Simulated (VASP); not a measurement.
Write the native input for VASP 6.6.1 that does the following.

| Item | Value |
| --- | --- |
| Task | single point |
| Functional | PBE |
| Dispersion | D3(BJ) |
| Potentials or basis | VASP PAW PBE potentials, release 64 (H) |
| Cutoff | 400 eV |
| k mesh | 1 × 1 × 1 |
| Occupations | fermi-dirac, width 0.05 eV |
| Spin | no spin polarisation |
| Dipole correction | no |
| Further INCAR settings | ALGO = Normal; EDIFF = 1e-06; NBANDS = 30 |

The structure of H lies in POSCAR:

```
H
1.0
    7.1137870000      0.0000000000      0.0000000000
    0.0000000000      7.1137870000      0.0000000000
    0.0000000000      0.0000000000      7.1137870000
H
24
Direct
    0.1249685997      0.7434436820      0.4917071596
    0.1360737959      0.8492382468      0.4769189744
    0.9028383897      1.1052622183      0.1548823433
    0.8392295131      1.0528007094      0.0842167470
    0.5707649104      0.4520236549      0.9208878478
    0.4884880585      0.4722800950      0.8560841082
    0.9561011596      0.8599217266      0.7891155583
    0.9118350043      0.7810045479      0.8484932147
    0.8144185368      0.4355626616      0.3957104704
    0.9161224535      0.4687376780      0.4103159119
   -0.3896096411      1.1272336380      0.5967004635
   -0.3689314847      1.1234241340      0.7062904751
    0.2498247417      0.3677787935     -0.4179489771
    0.3464399482      0.3780124426     -0.4533731471
    0.1220447000      0.5995259628      1.0885060236
    0.2018193685      0.6647935902      1.1267556929
    0.3974535645      0.9487211242      0.8942213198
    0.3005150421      0.9712970040      0.9311777257
    0.9280710823      0.4054802316      0.8579115456
    0.9404273701      0.3291917512      0.9323304170
    0.6301144524      0.6692356687      0.1923729232
    0.5539665441      0.7376239969      0.1599007673
    0.4650406317      0.2143021713      0.2172963571
    0.5660698022      0.2027612016      0.2454810637
```

One way to write it, as run:

INCAR

```
SYSTEM = H
PREC = Accurate
ENCUT = 400
EDIFF = 1E-6
ISMEAR = -1
SIGMA = 0.05
LREAL = .False.
LASPH = .True.
NELM = 120
ALGO = Normal
ISIF = 2
LWAVE = .False.
LCHARG = .False.
GGA = PE
IVDW = 12
NBANDS = 30
GGA_COMPAT = .False.
```

KPOINTS

```
Automatic mesh
0
Gamma
  1 1 1
  0 0 0
```

Potentials or basis: VASP PAW PBE potentials, release 64 (H).

Command:

```sh
$ cat potpaw_PBE.64/H/POTCAR > POTCAR
$ mpirun -np 1 vasp_gam > vasp.out
```

It gave:

```json
{
  "Pressure": "-1.1 GPa",
  "Largest force": "1.242 eV/Å",
  "Dispersion energy per atom": "-0.015 eV"
}
```

Caveat: the k points lie up to 0.88 Å⁻¹ apart; the atoms stand as in a frame of molecular dynamics.

It took 34 s on 1 thread of Intel Xeon 8259CL, with other jobs on the host, peak memory 0.33 GiB.
